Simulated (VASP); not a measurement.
# HgTe (F-43m) in VASP: further runs

HgTe is run at these levels: r2SCAN; tasks: single point, relaxation of cell and atoms.

All numbers are computed with VASP 6.6.1; they aren't measurements. Logs are shortened: lines on timing, memory, paths and dates and some standing lists are left out, and cuts for length are marked.

## 1. The cell of the first run

Symmetry: F-43m, No. 216, cubic system. The conventional cell has a = 6.363 Å, b = 6.363 Å, c = 6.363 Å, α = 90.00°, β = 90.00°, γ = 90.00°. Hg (site symmetry -43m) has 4 Te at 2.76 Å within 3.6 Å. Within 3.6 Å of Te (site symmetry -43m) lie 4 Hg at 2.76 Å.

## 2. Single point, r2SCAN

POSCAR reads:

```
HgTe
1.0
    0.0000000000      3.1815220157      3.1815220157
    3.1815220157      0.0000000000      3.1815220157
    3.1815220157      3.1815220157      0.0000000000
Hg Te
1 1
Direct
    0.0000000000      0.0000000000      0.0000000000
    0.2500000000      0.2500000000      0.2500000000
```

INCAR.step1 reads:

```
SYSTEM = HgTe
PREC = Accurate ; ENCUT = 520
ISMEAR = 0 ; SIGMA = 0.1
LREAL = .FALSE. ; LASPH = .TRUE.
NELM = 60 ; NBANDS = 16
GGA = PE ; ALGO = Normal
EDIFF = 1E-4 ; LWAVE = .TRUE.
LCHARG = .FALSE.
```

INCAR.step2 reads:

```
SYSTEM = HgTe
PREC = Accurate ; ENCUT = 520
EDIFF = 1E-6 ; ISMEAR = 0
SIGMA = 0.1 ; LREAL = .FALSE.
LASPH = .TRUE. ; NELM = 60
ALGO = Normal ; ISIF = 2
LWAVE = .FALSE. ; LCHARG = .TRUE.
METAGGA = R2SCAN ; LMIXTAU = .TRUE.
LELF = .TRUE. ; LVHAR = .TRUE.
NBANDS = 16 ; ISTART = 1
```

KPOINTS reads:

```
regular mesh
0
G
  12 12 12
  0 0 0
```

Potentials or basis: VASP PAW PBE potentials, release 64 (Hg, Te).

Launch:

```sh
cat potpaw_PBE.64/Hg/POTCAR potpaw_PBE.64/Te/POTCAR > POTCAR
cp INCAR.step1 INCAR
mpirun -np 1 vasp_std > vasp.out
cp INCAR.step2 INCAR
mpirun -np 1 vasp_std > vasp.out
```

OUTCAR:

```text
SYSTEM = HgTe
   PREC = Accurate
   ENCUT = 520
   EDIFF = 1E-6
   ISMEAR = 0
   LREAL = .FALSE.
   LASPH = .TRUE.
   NELM = 60
   ISIF = 2
   METAGGA = R2SCAN
   ISTART = 1

 ion  position               nearest neighbor table
   1  0.000  0.000  0.000-   2 2.76   2 2.76   2 2.76   2 2.76
   2  0.250  0.250  0.250-   1 2.76   1 2.76   1 2.76   1 2.76

  LATTYP: Found a face centered cubic cell.
 ALAT       =     6.3630440314

  Lattice vectors:

 A1 = (   0.0000000000,   3.1815220157,   3.1815220157)
 A2 = (   3.1815220157,   0.0000000000,   3.1815220157)
 A3 = (   3.1815220157,   3.1815220157,   0.0000000000)

Analysis of symmetry for initial positions (statically):
=====================================================================
 Subroutine PRICEL returns:
 Original cell was already a primitive cell.

 Routine SETGRP: Setting up the symmetry group for a
 face centered cubic supercell.

 Subroutine GETGRP returns: Found 24 space group operations
 (whereof 24 operations were pure point group operations)
 out of a pool of 48 trial point group operations.

The static configuration has the point symmetry T_d .

Analysis of symmetry for dynamics (positions and initial velocities):
=====================================================================
 Subroutine PRICEL returns:
 Original cell was already a primitive cell.

 Routine SETGRP: Setting up the symmetry group for a
 face centered cubic supercell.

 Subroutine GETGRP returns: Found 24 space group operations
 (whereof 24 operations were pure point group operations)
 out of a pool of 48 trial point group operations.

The dynamic configuration has the point symmetry T_d .

 Subroutine INISYM returns: Found 24 space group operations
 (whereof 24 operations are pure point group operations),
 and found     1 'primitive' translations

----------------------------------------------------------------------------------------

                                     Primitive cell

  volume of cell :      64.4073

  direct lattice vectors                    reciprocal lattice vectors
     0.000000000  3.181522016  3.181522016    -0.157157485  0.157157485  0.157157485
     3.181522016  0.000000000  3.181522016     0.157157485 -0.157157485  0.157157485
     3.181522016  3.181522016  0.000000000     0.157157485  0.157157485 -0.157157485

  length of vectors
     4.499351584  4.499351584  4.499351584     0.272204750  0.272204750  0.272204750

  position of ions in fractional coordinates (direct lattice)
     0.000000000  0.000000000  0.000000000
     0.250000000  0.250000000  0.250000000

  ion indices of the primitive-cell ions
   primitive index   ion index
                 1           1
                 2           2

----------------------------------------------------------------------------------------

 KPOINTS: regular mesh

Automatic generation of k-mesh.
 Grid dimensions read from file:
 generate k-points for:   12   12   12

 Generating k-lattice:

  Cartesian coordinates                     Fractional coordinates (reciprocal lattice)
    -0.013096457  0.013096457  0.013096457     0.083333333  0.000000000  0.000000000
     0.013096457 -0.013096457  0.013096457     0.000000000  0.083333333  0.000000000
     0.013096457  0.013096457 -0.013096457     0.000000000  0.000000000  0.083333333

  Length of vectors
     0.022683729  0.022683729  0.022683729

  Shift w.r.t. Gamma in fractional coordinates (k-lattice)
     0.000000000  0.000000000  0.000000000

 Subroutine IBZKPT returns following result:
 ===========================================

 Found     72 irreducible k-points:

 Following reciprocal coordinates:
            Coordinates               Weight
  0.000000  0.000000  0.000000      1.000000
  0.083333  0.000000  0.000000      8.000000
  0.166667  0.000000  0.000000      8.000000
  0.250000  0.000000  0.000000      8.000000
  0.333333  0.000000  0.000000      8.000000
  0.416667  0.000000  0.000000      8.000000
[... 16 lines left out ...]
  0.500000  0.166667  0.000000     24.000000
 -0.416667  0.166667  0.000000     24.000000
 [... further k-points ...]
   k-points           NKPTS =     72   k-points in BZ     NKDIM =     72   number of bands    NBANDS=     16
   number of dos      NEDOS =    301   number of ions     NIONS =      2
   total plane-waves  NPLWV =  46656
   dimension x,y,z NGX =    36 NGY =   36 NGZ =   36
   dimension x,y,z NGXF=    72 NGYF=   72 NGZF=   72
   ions per type =               1   1
   NGX,Y,Z   is equivalent  to a cutoff of  13.30, 13.30, 13.30 a.u.
   NGXF,Y,Z  is equivalent  to a cutoff of  26.60, 26.60, 26.60 a.u.
 SYSTEM =  HgTe
   PREC   = accura    normal or accurate (medium, high low for compatibility)
   ISTART =      1    job   : 0-new  1-cont  2-samecut
   ICHARG =      0    charge: 1-file 2-atom 10-const
   ISPIN  =      1    spin polarized calculation?
   LNONCOLLINEAR =      F non collinear calculations
   LSORBIT =      F    spin-orbit coupling
   LASPH  =      T    aspherical Exc in radial PAW
   ENCUT  =  520.0 eV  38.22 Ry    6.18 a.u.   8.37  8.37  8.37*2*pi/ulx,y,z
   NELM   =     60;   NELMIN=  2; NELMDL=  0     # of ELM steps
   EDIFF  = 0.1E-05   stopping-criterion for ELM
   LREAL  =      F    real-space projection
   EDIFFG = 0.1E-04   stopping-criterion for IOM
   NSW    =      0    number of steps for IOM
   IBRION =     -1    ionic relax: 0-MD 1-quasi-New 2-CG
   NFREE  =      0    steps in history (QN), initial steepest desc. (CG)
   ISIF   =      2    stress and relaxation
   ISYM   =      2    0-nonsym 1-usesym 2-fastsym
   POTIM  = 0.5000    time-step for ionic-motion
   TEBEG  =    0.0;   TEEND  =   0.0 temperature during run
   PSTRESS=    0.0 pullay stress
   NELECT =      18.0000    total number of electrons
   NUPDOWN=      -1.0000    fix difference up-down
   EMIN   =  10.00;   EMAX   =-10.00  energy-range for DOS
   EFERMI =   0.00;   METHOD = LEGACY
   ISMEAR =     0;   SIGMA  =   0.10  broadening in eV -4-tet -1-fermi 0-gaus
   EFERMI_NEDOS =   21; number of points for ismear=-14 and -15
   IALGO  =     38    algorithm
   IMIX   =      4    mixing-type and parameters
     AMIX     =   0.40;   BMIX     =  1.00
     AMIX_MAG =   1.60;   BMIX_MAG =  1.00
  volume/ion in A,a.u.               =      32.20       217.32
  Fermi-wavevector in a.u.,A,eV,Ry     =   1.070337  2.022645 15.587138  1.145622
  Thomas-Fermi vector in A             =   2.206044
   LORBIT       =      0    0 simple, 1 ext, 2 COOP (PROOUT), +10 PAW based schemes
   METAGGA = R2SCAN    functional components
   LHFCALC =     F    Hartree Fock is set to
   AEXX    =    0.0000 exact exchange contribution
   IVDW    =     0    specifies the selected vdW correction
   LEPSILON=     F    determine dielectric tensor
   LRPA    =     F    only Hartree local field effects (RPA)
 non-spin polarized calculation
 Gauss-broadening in eV      SIGMA  =   0.10
  energy-cutoff  :      520.00
  volume of cell :       64.41
 maximum number of plane-waves:      1762
 NGX is ok and might be reduce to    36
   NGX = 17   NGY = 17   NGZ = 17

 number of electron      17.9999998 magnetization

 Free energy of the ion-electron system (eV)
  ---------------------------------------------------
  ext. energy  EPLUGINS =         0.00000000
  ---------------------------------------------------
  free energy    TOTEN  =       -75.06717668 eV

  energy without entropy =      -75.06703207  energy(sigma->0) =      -75.06710438

 E-fermi :   3.4517     XC(G=0):  -9.5484

 val. band max:        3.3965970505   @ k =   0.0000   0.0000   0.0000
 cond. band min:       4.0812153741   @ k =   0.0833   0.0000   0.0000
 fundamental gap:      0.6846183236
 Fermi energy:         3.4517027355

 k-point     1 :       0.0000    0.0000    0.0000
  band No.  band energies     occupation
      1      -9.3880      2.00000
      2      -4.5489      2.00000
      3      -4.5489      2.00000
      4      -4.5489      2.00000
      5      -3.9112      2.00000
      6      -3.9112      2.00000
[... 8 lines left out ...]
     15      13.4986      0.00000
     16      13.4986      0.00000

 k-point     2 :       0.0833    0.0000    0.0000
  band No.  band energies     occupation
      1      -9.3476      2.00000
      2      -4.5373      2.00000
      3      -4.5373      2.00000
      4      -4.5361      2.00000
      5      -3.9125      2.00000
      6      -3.9125      2.00000
[... 8 lines left out ...]
     15      12.8632      0.00000
     16      12.8632      0.00000

 k-point     3 :       0.1667    0.0000    0.0000
  band No.  band energies     occupation
      1      -9.2342      2.00000
      2      -4.5063      2.00000
      3      -4.5063      2.00000
      4      -4.4872      2.00000
      5      -3.9145      2.00000
      6      -3.9145      2.00000
[... 8 lines left out ...]
     15      12.3994      0.00000
     16      12.3994      0.00000

 k-point     4 :       0.2500    0.0000    0.0000
  band No.  band energies     occupation
      1      -9.0725      2.00000
      2      -4.4667      2.00000
      3      -4.4667      2.00000
      4      -4.3738      2.00000
      5      -3.9126      2.00000
      6      -3.9126      2.00000
[... 8 lines left out ...]
     15      12.3479      0.00000
     16      12.3479      0.00000
[... 324 lines left out ...]
 k-point    22 :       0.4167    0.1667    0.0000
  band No.  band energies     occupation
      1      -8.7613      2.00000
      2      -4.4052      2.00000
      3      -4.3478      2.00000
      4      -4.1094      2.00000
      5      -3.8748      2.00000
      6      -3.8376      2.00000
[... 8 lines left out ...]
     15      13.3475      0.00000
     16      14.1293      0.00000

 k-point    23 :       0.5000    0.1667    0.0000
  band No.  band energies     occupation
      1      -8.6683      2.00000
      2      -4.3836      2.00000
      3      -4.3383      2.00000
      4      -3.9804      2.00000
      5      -3.8809      2.00000
      6      -3.6084      2.00000
[... 8 lines left out ...]
     15      13.6710      0.00000
     16      14.1700      0.00000

 k-point    24 :      -0.4167    0.1667    0.0000
  band No.  band energies     occupation
      1      -8.6562      2.00000
      2      -4.3753      2.00000
      3      -4.3470      2.00000
      4      -3.9341      2.00000
      5      -3.8987      2.00000
      6      -3.5467      2.00000
[... 8 lines left out ...]
     15      13.2811      0.00000
     16      13.5389      0.00000

 [... further k-points ...]
[... 5 lines left out ...]
  --------------------------------------------------------------------------------------
  -------------------------------------------------------------------------------------
  Total        2.0459924      2.0459924      2.0459924      0.0000000     -0.0000000     -0.0000000
  in kB       50.8955503     50.8955503     50.8955503      0.0000000     -0.0000000     -0.0000000
  external PRESSURE =      50.8955503 kB  Pullay stress =       0.0000000 kB

 VOLUME and BASIS-vectors are now :
 -----------------------------------------------------------------------------
  energy-cutoff  :      520.00
  volume of cell :       64.41
      direct lattice vectors                 reciprocal lattice vectors
     0.000000000  3.181522016  3.181522016    -0.157157485  0.157157485  0.157157485
     3.181522016  0.000000000  3.181522016     0.157157485 -0.157157485  0.157157485
     3.181522016  3.181522016  0.000000000     0.157157485  0.157157485 -0.157157485

 POSITION                                       TOTAL-FORCE (eV/Angst)
 -----------------------------------------------------------------------------------
      0.00000      0.00000      0.00000        -0.000000     -0.000000     -0.000000
      1.59076      1.59076      1.59076         0.000000      0.000000      0.000000
 -----------------------------------------------------------------------------------
    total drift:                               -0.000000     -0.000000     -0.000000

  FREE ENERGIE OF THE ION-ELECTRON SYSTEM (eV)
  ---------------------------------------------------
  free  energy   TOTEN  =       -75.0671766829 eV

  energy  without entropy=      -75.0670320746  energy(sigma->0) =      -75.06710438
```

Run time: 1.9 min. Hardware: 1 thread of Intel Xeon 6975P-C (Granite Rapids), shared host; peak memory 0.25 GiB.

Results:

```yaml
Free_energy: -75.0672 eV
Pressure: 5.1 GPa
Band_gap_on_the_k_mesh: zero (filled and empty bands touch)
```

Levels at points of the mesh, in eV from the Fermi level:
| k point | band 6 | band 7 | band 8 | band 9 | band 10 | band 11 | band 12 | band 13 |
| --- | --- | --- | --- | --- | --- | --- | --- | --- |
| (0.00, 0.00, 0.00) | -7.36 | -0.34 | -0.06 | -0.06 | -0.06 | 4.40 | 4.40 | 4.40 |
| (0.50, 0.00, 0.00) | -7.01 | -6.05 | -1.18 | -1.18 | 0.91 | 5.26 | 5.26 | 7.09 |
| (0.50, 0.50, 0.00) | -6.82 | -5.92 | -2.64 | -2.64 | 2.00 | 2.55 | 8.87 | 9.59 |

Caveat: the PAW data sets were made with another functional, which shifts forces and pressure a little; spin-orbit coupling is left out, which moves the levels of the heavy elements.

## 3. Single point, r2SCAN

This run uses another cell than the first one, of 33.98 Å³/atom, 1.055 times its volume.

POSCAR reads:

```
HgTe
1.0
    0.0000000000      3.2389585815      3.2389585815
    3.2389585815      0.0000000000      3.2389585815
    3.2389585815      3.2389585815      0.0000000000
Hg Te
1 1
Direct
    0.0000000000      0.0000000000      0.0000000000
    0.2500000000      0.2500000000      0.2500000000
```

INCAR.step1 reads:

```
SYSTEM = HgTe
  ALGO = Normal
  EDIFF = 1E-4
  ENCUT = 520
  GGA = PE
  ISMEAR = 0
  LASPH = .TRUE.
  LCHARG = .FALSE.
  LREAL = .FALSE.
  LWAVE = .TRUE.
  NBANDS = 16
  NELM = 100
  PREC = Accurate
  SIGMA = 0.1
```

INCAR.step2 reads:

```
SYSTEM = HgTe
  ALGO = Normal
  EDIFF = 1E-7
  ENCUT = 520
  ISIF = 2
  ISMEAR = 0
  ISTART = 1
  LASPH = .TRUE.
  LCHARG = .FALSE.
  LMIXTAU = .TRUE.
  LREAL = .FALSE.
  LWAVE = .FALSE.
  METAGGA = R2SCAN
  NBANDS = 16
  NELM = 100
  PREC = Accurate
  SIGMA = 0.1
```

KPOINTS reads:

```
k-points
0
G
  12 12 12
  0 0 0
```

Potentials or basis: VASP PAW PBE potentials, release 64 (Hg, Te).

Launch:

```sh
cat potpaw_PBE.64/Hg/POTCAR potpaw_PBE.64/Te/POTCAR > POTCAR
cp INCAR.step1 INCAR
mpirun -np 1 vasp_std > vasp.out
cp INCAR.step2 INCAR
mpirun -np 1 vasp_std > vasp.out
```

Run time: 2 min. Hardware: 1 thread of Intel Xeon 6975P-C (Granite Rapids), shared host; peak memory 0.26 GiB.

It converged, with:

- Free energy: -75.1451 eV
- Pressure: 2.0 GPa
- Band gap on the k mesh: zero (filled and empty bands touch)

Levels at points of the mesh, in eV from the Fermi level:
| k point | band 7 | band 8 | band 9 | band 10 | band 11 | band 12 |
| --- | --- | --- | --- | --- | --- | --- |
| (0.00, 0.00, 0.00) | -0.49 | -0.06 | -0.06 | -0.06 | 4.52 | 4.52 |
| (0.50, 0.00, 0.00) | -5.67 | -1.07 | -1.07 | 0.89 | 5.32 | 5.32 |
| (0.50, 0.50, 0.00) | -5.61 | -2.39 | -2.39 | 2.03 | 2.69 | 8.63 |

Caveat: the PAW data sets were made with another functional, which shifts forces and pressure a little; spin-orbit coupling is left out, which moves the levels of the heavy elements.

## 4. Single point, r2SCAN

This run uses another cell than the first one, of 35.49 Å³/atom, 1.102 times its volume.

POSCAR reads:

```
HgTe
1.0
    0.0000000000      3.2864085761      3.2864085761
    3.2864085761      0.0000000000      3.2864085761
    3.2864085761      3.2864085761      0.0000000000
Hg Te
1 1
Direct
    0.0000000000      0.0000000000      0.0000000000
    0.2500000000      0.2500000000      0.2500000000
```

INCAR.step1 reads:

```
  PREC = Accurate
  ENCUT = 520
  ISMEAR = 0
  SIGMA = 0.1
  LREAL = F
  LASPH = T
  NELM = 60
  NBANDS = 16
  GGA = PE
  ALGO = Normal
  EDIFF = 1E-4
  LWAVE = T
  LCHARG = F
```

INCAR.step2 reads:

```
  PREC = Accurate
  ENCUT = 520
  EDIFF = 1E-7
  ISMEAR = 0
  SIGMA = 0.1
  LREAL = F
  LASPH = T
  NELM = 60
  ALGO = Normal
  ISIF = 2
  LWAVE = F
  LCHARG = F
  METAGGA = R2SCAN
  LMIXTAU = T
  NBANDS = 16
  ISTART = 1
```

KPOINTS reads:

```
Automatic mesh
0
Gamma
  12 12 12
```

Launch:

```sh
cat potpaw_PBE.64/Hg/POTCAR potpaw_PBE.64/Te/POTCAR > POTCAR
cp INCAR.step1 INCAR
mpirun -np 1 vasp_std > vasp.out
cp INCAR.step2 INCAR
mpirun -np 1 vasp_std > vasp.out
```

Run time: 2.6 min. Hardware: 1 thread of Intel Xeon 6975P-C (Granite Rapids), shared host; peak memory 0.27 GiB.

It converged, with:

```yaml
Free_energy: -75.1646 eV
Pressure: 0.1 GPa
Band_gap_on_the_k_mesh: zero (filled and empty bands touch)
```

Levels at points of the mesh, in eV from the Fermi level:
```
           k point  band 5  band 6  band 7  band 8  band 9  band 10  band 11  band 12  band 13  band 14
(0.00, 0.00, 0.00)   -6.91   -6.91   -0.61   -0.07   -0.07    -0.07     4.59     4.59     4.59     6.74
(0.50, 0.00, 0.00)   -6.89   -6.62   -5.38   -0.99   -0.99     0.88     5.36     5.36     7.08     8.18
(0.50, 0.50, 0.00)   -6.85   -6.48   -5.37   -2.21   -2.21     2.03     2.80     8.44     9.17     9.17
```

Caveat: the PAW data sets were made with another functional, which shifts forces and pressure a little; spin-orbit coupling is left out, which moves the levels of the heavy elements.

(Part 1 of 2 ends here.)
